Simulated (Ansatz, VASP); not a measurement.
Given: the input of a run of Ansatz 0.2.0 on GaAs.

The input input.yaml:

```yaml
crystal:
  lattice:
    - [0.0, 2.8455714065, 2.8455714065]
    - [2.8455714065, 0.0, 2.8455714065]
    - [2.8455714065, 2.8455714065, 0.0]
  atoms:
    - { symbol: As, position: [0.75, 0.75, 0.75] }
    - { symbol: Ga, position: [0.0, 0.0, 0.0] }
hamiltonian:
  xc: { exchange: pbe, correlation: pbe, exx: { coeff: 0.25, omega: 0.3 } }
  pseudopotentials: { kind: paw }
kpoints:
  mp_grid: { grid: [4, 4, 4] }
scf:
  occupations: { method: fermi_dirac, width: 0.05 }
output:
  forces: true
  stress: true
  eigenvalues: true
```

Potentials or basis: Ansatz PAW.

Launch:

```bash
$ ansatz run input.yaml --threads 2 --pin off --max-ram 5632MiB --backend cpu --events-out ev --progress --plain --runs-dir out
```

Task: Translate it to VASP 6.6.1. Potentials there: VASP PAW PBE potentials, release 64 (As, Ga_d).

Result: As run (the cutoff follows the program's own potentials):

The input POSCAR:

```
GaAs
1.0
    0.0000000000      2.8455714065      2.8455714065
    2.8455714065      0.0000000000      2.8455714065
    2.8455714065      2.8455714065      0.0000000000
As Ga
1 1
Direct
    0.7500000000      0.7500000000      0.7500000000
    0.0000000000      0.0000000000      0.0000000000
```

Contents of INCAR.step1:

```
  ALGO = Normal
  EDIFF = 1E-5
  ENCUT = 520
  GGA = PE
  ISIF = 2
  ISMEAR = -1
  LASPH = T
  LREAL = F
  LWAVE = T
  NBANDS = 16
  NELM = 100
  PREC = Accurate
  SIGMA = 0.05
```

INCAR.step2

```
  AEXX = 0.25
  ALGO = Normal
  EDIFF = 1E-7
  ENCUT = 520
  GGA = PE
  HFSCREEN = 0.3
  ISIF = 2
  ISMEAR = -1
  ISTART = 1
  LASPH = T
  LCHARG = T
  LELF = T
  LHFCALC = T
  LREAL = F
  LVHAR = T
  LWAVE = F
  NBANDS = 16
  NELM = 100
  PREC = Accurate
  PRECFOCK = Normal
  SIGMA = 0.05
```

Contents of KPOINTS:

```
k-points
0
Gamma
  4 4 4
```

Potentials or basis: VASP PAW PBE potentials, release 64 (As, Ga_d).

Command:

```console
$ cat potpaw_PBE.64/As/POTCAR potpaw_PBE.64/Ga_d/POTCAR > POTCAR
$ cp INCAR.step1 INCAR
$ mpirun -np 1 vasp_std > vasp.out
$ cp INCAR.step2 INCAR
$ mpirun -np 1 vasp_std > vasp.out
```

Both were run:

|  | VASP | Ansatz | Ansatz less VASP |
| --- | --- | --- | --- |
| gap on the k mesh at the Fermi level (eV) | 1.13 | 1.13 | +0.006 |
| least direct gap on the mesh (eV) | 1.13 | 1.13 | +0.006 |
| pressure (GPa) | 0.1 | 0.2 | +0.13 |

VASP's potentials were made for PBE, not for PBE-based screened hybrid. VASP's potentials hold 18 valence electrons a cell and Ansatz's 28, so a difference there can come from the potentials and not from the codes.

The k mesh is coarse, so the values compare programs but aren't converged.
